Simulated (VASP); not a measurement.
# Sb (P6_3/mmc) in VASP: a series of runs, part 2 of 2

VASP 6.6.1. The steps go on from the part before.

## Step 3: Relaxation of cell and atoms, LDA

This run uses another cell than the first one, of 27.18 Å³/atom, 0.947 times its volume.

The input, INCAR:

```
SYSTEM = Sb
  ALGO = Normal
  EDIFF = 1E-6
  EDIFFG = -0.01
  ENCUT = 600
  GGA = CA
  IBRION = 2
  ISIF = 3
  ISMEAR = -1
  LASPH = .TRUE.
  LCHARG = .FALSE.
  LREAL = .FALSE.
  LWAVE = .FALSE.
  NELM = 80
  NSW = 80
  PREC = Accurate
  SIGMA = 0.1
```

The input, KPOINTS:

```
k-points
0
G
  11 11 6
  0 0 0
```

The input, POSCAR:

```
Sb
1.0
    3.3749600568      0.0000000000      0.0000000000
   -1.6874800284      2.9228011460      0.0000000000
    0.0000000000      0.0000000000      5.5113097728
Sb
2
Direct
    0.3333333333      0.6666666667      0.2500000000
    0.6666666667      0.3333333333      0.7500000000
```

Potentials or basis: VASP PAW LDA potentials, release 64 (Sb).

Run with:

```bash
$ cat potpaw_LDA.64/Sb/POTCAR > POTCAR
$ mpirun -np 1 vasp_std > vasp.out
```

OUTCAR:

```text
SYSTEM = Sb
   EDIFF = 1E-6
   EDIFFG = -0.01
   ENCUT = 600
   GGA = CA
   IBRION = 2
   ISIF = 3
   ISMEAR = -1
   LASPH = .TRUE.
   LREAL = .FALSE.
   NELM = 80
   NSW = 80
   PREC = Accurate

 ion  position               nearest neighbor table
   1  0.333  0.667  0.250-   2 3.37   2 3.37   2 3.37   2 3.37   2 3.37   2 3.37
   2  0.667  0.333  0.750-   1 3.37   1 3.37   1 3.37   1 3.37   1 3.37   1 3.37

  LATTYP: Found a hexagonal cell.
 ALAT       =     3.3749600568
 C/A-ratio  =     1.6330000000

  Lattice vectors:

 A1 = (   3.3749600568,   0.0000000000,   0.0000000000)
 A2 = (  -1.6874800284,   2.9228011460,   0.0000000000)
 A3 = (   0.0000000000,   0.0000000000,   5.5113097728)

Analysis of symmetry for initial positions (statically):
=====================================================================
 Subroutine PRICEL returns:
 Original cell was already a primitive cell.

 Routine SETGRP: Setting up the symmetry group for a
 hexagonal supercell.

 Subroutine GETGRP returns: Found 24 space group operations
 (whereof 12 operations were pure point group operations)
 out of a pool of 24 trial point group operations.

The static configuration has the point symmetry D_3d.
 The point group associated with its full space group is D_6h.

Analysis of symmetry for dynamics (positions and initial velocities):
[... 411 lines left out ...]
--------------------------------------- Ionic step        8  -------------------------------------------

 number of electron      10.0000000 magnetization

 Free energy of the ion-electron system (eV)
  ---------------------------------------------------
  ext. energy  EPLUGINS =         0.00000000
  ---------------------------------------------------
  free energy    TOTEN  =        -9.18856569 eV

  energy without entropy =       -9.15749368  energy(sigma->0) =       -9.17302968

 E-fermi :   9.1025     XC(G=0): -10.5761

 val. band max:        9.0015347022   @ k =   0.1818   0.0000   0.0000
 cond. band min:       9.1163009199   @ k =   0.4545  -0.0000   0.3333
 fundamental gap:      0.1147662176
 Fermi energy:         9.1025140132

 k-point     1 :       0.0000    0.0000    0.0000
  band No.  band energies     occupation
      1      -4.2739      2.00000
      2      -0.4063      2.00000
      3       2.9293      2.00000
      4      12.9280      0.00000
      5      12.9280      0.00000
      6      14.5187      0.00000
      7      14.5791      0.00000
      8      14.5791      0.00000
      9      17.0987      0.00000
[... 265 lines left out ...]
 k-point    24 :       0.1818    0.0909    0.1667
  band No.  band energies     occupation
      1      -3.0694      2.00000
      2      -0.0622      2.00000
      3       4.8410      2.00000
      4       7.9652      1.99998
      5       9.5415      0.02450
      6      10.9279      0.00000
      7      12.6197      0.00000
      8      13.1906      0.00000
      9      16.1786      0.00000

 [... further k-points ...]

------------------------ aborting loop because EDIFF is reached ----------------------------------------

  FORCE on cell =-STRESS in cart. coord.  units (eV):
  Direction    XX          YY          ZZ          XY          YZ          ZX
  --------------------------------------------------------------------------------------
  -------------------------------------------------------------------------------------
  Total       -0.0012747     -0.0012747     -0.0004035     -0.0000000      0.0000000      0.0000000
  in kB       -0.0397681     -0.0397681     -0.0125894     -0.0000000      0.0000000      0.0000000
  external PRESSURE =      -0.0307086 kB  Pullay stress =       0.0000000 kB
[... 17 lines left out ...]
  FREE ENERGIE OF THE ION-ELECTRON SYSTEM (eV)
  ---------------------------------------------------
  free  energy   TOTEN  =        -9.1885656899 eV

  energy  without entropy=       -9.1574936787  energy(sigma->0) =       -9.17302968

 reached required accuracy - stopping structural energy minimisation
```

Run time: 42 s. Hardware: 1 thread of Intel Xeon 6975P-C (Granite Rapids), shared host; peak memory 0.2 GiB.

Results:

| Item | Value |
| --- | --- |
| Free energy | -9.1886 eV |
| Relaxed volume | 25.68 Å³/atom |
| Relaxed cell | a = 3.298 Å, b = 3.298 Å, c = 5.453 Å, α = 90.00°, β = 90.00°, γ = 120.00° |
| Space group after relaxing (to 0.05 Å) | P6_3/mmc (No. 194) |
| Energy gained by relaxing | 18.3 meV/atom |
| Ionic steps | 8 |
| Pressure after relaxing | 0.0 GPa |
| Band gap on the k mesh | zero (band 5 reaches 13.75 eV, above the bottom of band 6 at 6.07 eV) |

The path:
| step | energy change (eV) | largest force (eV/Å) | pressure (GPa) | volume (Å³) |
| --- | --- | --- | --- | --- |
| 1 | 0.0000 | 0.0000 | -3.57 | 54.37 |
| 2 | -0.0245 | 0.0000 | 2.45 | 49.74 |
| 3 | -0.0362 | 0.0000 | 0.02 | 51.33 |
| 4 | -0.0361 | 0.0000 | 0.10 | 51.27 |
| 5 | -0.0365 | 0.0000 | 0.09 | 51.28 |
| 6 | -0.0366 | 0.0000 | 0.09 | 51.29 |
| 7 | -0.0367 | 0.0000 | -0.06 | 51.40 |
| 8 | -0.0367 | 0.0000 | 0.00 | 51.35 |

Final structure:
```
Sb
1.0
     3.29760    0.00000    0.00000
    -1.64880    2.85580    0.00000
     0.00000    0.00000    5.45315
Sb
2
Direct
  0.33333 0.66667 0.25000
  0.66667 0.33333 0.75000
```

Caveat: spin-orbit coupling is left out, which moves the levels of the heavy elements.

## Step 4: Single point, LDA

This run uses another cell than the first one, of 25.63 Å³/atom, 0.893 times its volume.

The input, INCAR:

```
SYSTEM = Sb
ALGO = Normal
EDIFF = 1E-7
ENCUT = 520
ISIF = 2
ISMEAR = -1
LASPH = .True.
LCHARG = .False.
LREAL = .False.
LWAVE = .False.
NBANDS = 12
NELM = 60
PREC = Accurate
SIGMA = 0.1
```

The input, KPOINTS:

```
k-points
0
Gamma
  18 18 10
  0 0 0
```

The input, POSCAR:

```
Sb
1.0
    3.2957392844      0.0000000000      0.0000000000
   -1.6478696422      2.8541939446      0.0000000000
    0.0000000000      0.0000000000      5.4489211363
Sb
2
Direct
    0.3333333333      0.6666666667      0.2500000000
    0.6666666667      0.3333333333      0.7500000000
```

Run with:

```bash
$ cat potpaw_LDA.64/Sb/POTCAR > POTCAR
$ mpirun -np 1 vasp_std > vasp.out
```

Wall time 40 s (1 thread of Intel Xeon 6975P-C (Granite Rapids), shared host); peak memory 0.24 GiB.

Results (log left out):

* Free energy: -9.1721 eV
* Pressure: 0.3 GPa
* Band gap on the k mesh: zero (band 5 reaches 13.79 eV, above the bottom of band 6 at 5.65 eV)

Stress tensor (GPa, compression positive):
```
0.41 0.00 0.00
0.00 0.41 0.00
0.00 0.00 0.13
```

Levels at points of the mesh, in eV from the Fermi level:
```tsv
k point	band 1	band 2	band 3	band 4	band 5	band 6	band 7	band 8	band 9	band 10
(0.00, 0.00, 0.00)	-13.37	-9.49	-6.17	3.85	3.85	5.45	5.51	5.51	8.02	8.96
(0.50, 0.00, 0.00)	-9.55	-8.23	-4.55	-3.33	-2.41	-0.22	0.43	3.77	4.54	7.58
(0.00, 0.00, 0.50)	-12.12	-12.12	-1.00	-1.00	4.68	4.68	4.68	4.68	8.90	8.90
(0.50, 0.00, 0.50)	-8.63	-8.63	-5.62	-5.62	1.69	1.69	1.77	1.77	5.85	5.85
```

Caveat: spin-orbit coupling is left out, which moves the levels of the heavy elements.

## Step 5: Overview

| task | cell | k mesh | cutoff (eV) | gap on the mesh (eV) | pressure (GPa) |
| --- | --- | --- | --- | --- | --- |
| single point | a = 3.423, b = 3.423, c = 5.659 Å, angles 90.0, 90.0, 120.0°, 2 atoms | 12 × 12 × 7 | 520 | none | -6.0 |
| relaxation of cell and atoms | relaxed from a = 3.375, b = 3.375, c = 5.511 Å, angles 90.0, 90.0, 120.0°, 2 atoms | 11 × 11 × 6 | 600 | none | 0.0 |
| single point | a = 3.296, b = 3.296, c = 5.449 Å, angles 90.0, 90.0, 120.0°, 2 atoms | 18 × 18 × 10 | 520 | none | 0.3 |

Alike in all rows: level LDA; potentials or basis VASP PAW LDA potentials, release 64 (Sb); no spin polarisation; smearing fermi-dirac 0.1 eV.

Caveats: spin-orbit coupling is left out, which moves the levels of the heavy elements.

Absolute energies hang on the potentials; compare differences alone.
